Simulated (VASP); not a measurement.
The system is Bi.

```
Bi
1.0
    -1.94098    1.94098    1.94098
     1.94098   -1.94098    1.94098
     1.94098    1.94098   -1.94098
Bi
1
Direct
  0.00000 0.00000 0.00000
```

This isn't the form of Bi at room conditions, which is rhombohedral.

Base run:

```yaml
Program: VASP 6.6.1
Functional: b88 exchange, pbe correlation
Potentials_or_basis: VASP PAW PBE potentials, release 64 (Bi_d)
Cutoff: 500 eV
k_mesh: 9 × 9 × 9
Occupations: fermi-dirac, width 0.05 eV
Spin: no spin polarisation
```

Its results: band gap on the k mesh zero (an odd number of electrons rules out a gap without spin polarisation); pressure 4.7 GPa.

Question: The run is repeated on the same cell with these changes: functional from b88 exchange, pbe correlation to r2SCAN0; cutoff from 500 eV to 520 eV; k mesh from 9 × 9 × 9 to 5 × 5 × 5. What comes out?

Answer: Band gap on the k mesh zero (an odd number of electrons rules out a gap without spin polarisation); pressure 1.2 GPa.

Several settings changed at once.

Caveats: some runs use coarse meshes; the PAW data sets were made with another functional, which shifts forces and pressure a little; spin-orbit coupling is left out, which moves the levels of the heavy elements; the cell stands under pressure (at least some runs).
